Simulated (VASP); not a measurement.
SiO2: electric field gradients with r2SCAN

SiO2:

```xyz
12
Lattice="4.9501 0.0000 0.0000 0.0000 4.9501 0.0000 0.0000 0.0000 6.9259" Properties=species:S:1:pos:R:3 pbc="T T T"
Si    1.5185    1.5185    0.0000
Si    0.9566    3.9935    1.7315
Si    3.4316    3.4316    3.4630
Si    3.9935    0.9566    5.1944
O     1.1686    0.5926    1.2904
O     1.8824    3.6436    3.0219
O     3.7815    4.3575    4.7534
O     3.0677    1.3065    6.4849
O     3.6436    1.8824    3.9040
O     4.3575    3.7815    2.1725
O     1.3065    3.0677    0.4410
O     0.5926    1.1686    5.6355
```

| Item | Value |
| --- | --- |
| Program | VASP 6.6.1 |
| Task | electric field gradients |
| Functional | r2SCAN |
| Potentials or basis | VASP PAW PBE potentials, release 64 (Si, O) |
| Cutoff | 520 eV |
| k mesh | 5 × 5 × 4 |
| Occupations | fermi-dirac, width 0.02 eV |
| Spin | no spin polarisation |
| Dipole correction | no |
| Further INCAR settings | ALGO = Normal; EDIFF = 1e-08; NBANDS = 44 |

| Quantity | Value |
| --- | --- |
| Pressure | -3.2 GPa |
| Largest force | 0.305 eV/Å |
| Band gap on the k mesh | 6.28 eV |
| Largest electric field gradient by atom | Si -4.8; O +88.0 V/Å² |

Forces in eV/Å, atoms in the order of the input:
```
Si   0.037  0.037  0.000
Si  -0.037  0.037  0.000
Si  -0.037 -0.037  0.000
Si   0.037 -0.037  0.000
O    0.046 -0.142 -0.266
O    0.142  0.046 -0.266
O   -0.046  0.142 -0.266
O   -0.142 -0.046 -0.266
O    0.046  0.142  0.266
O    0.142 -0.046  0.266
O   -0.046 -0.142  0.266
O   -0.142  0.046  0.266
```

Stress tensor (GPa, compression positive):
```
-2.81  0.00  0.00
 0.00 -2.81  0.00
 0.00  0.00 -4.01
```

Levels at points of the mesh, in eV from the valence-band top:
```csv
k point,band 29,band 30,band 31,band 32,band 33,band 34,band 35,band 36
"(0.00, 0.00, 0.00)",-0.68,-0.36,-0.36,0.00,6.28,9.61,9.61,10.06
"(0.00, 0.00, 0.50)",-0.57,-0.57,-0.37,-0.37,7.60,7.60,10.17,10.17
```

Electric field gradients, principal values (V/Å²):
| atom | least | middle | greatest (by size) |
| --- | --- | --- | --- |
| 1 Si | 0.934 | 3.890 | -4.824 |
| 2 Si | 0.934 | 3.890 | -4.824 |
| 3 Si | 0.934 | 3.890 | -4.824 |
| 4 Si | 0.934 | 3.890 | -4.824 |
| 5 O | -35.090 | -52.949 | 88.039 |
| 6 O | -35.090 | -52.949 | 88.039 |
| 7 O | -35.090 | -52.949 | 88.039 |
| 8 O | -35.090 | -52.949 | 88.039 |
| 9 O | -35.090 | -52.949 | 88.039 |
| 10 O | -35.090 | -52.949 | 88.039 |
| 11 O | -35.090 | -52.949 | 88.039 |
| 12 O | -35.090 | -52.949 | 88.039 |

It took 14 min on 1 thread of Intel Xeon 8259CL, on a shared host, peak memory 0.36 GiB.

Caveat: the cell stands under tension; without QUAD_EFG the Cq values of the log hold for a quadrupole moment of 1 mb, not for the nuclei; the PAW data sets were made with another functional, which shifts forces and pressure a little; an odd mesh through Γ misses points on the zone boundary, where band edges can lie.
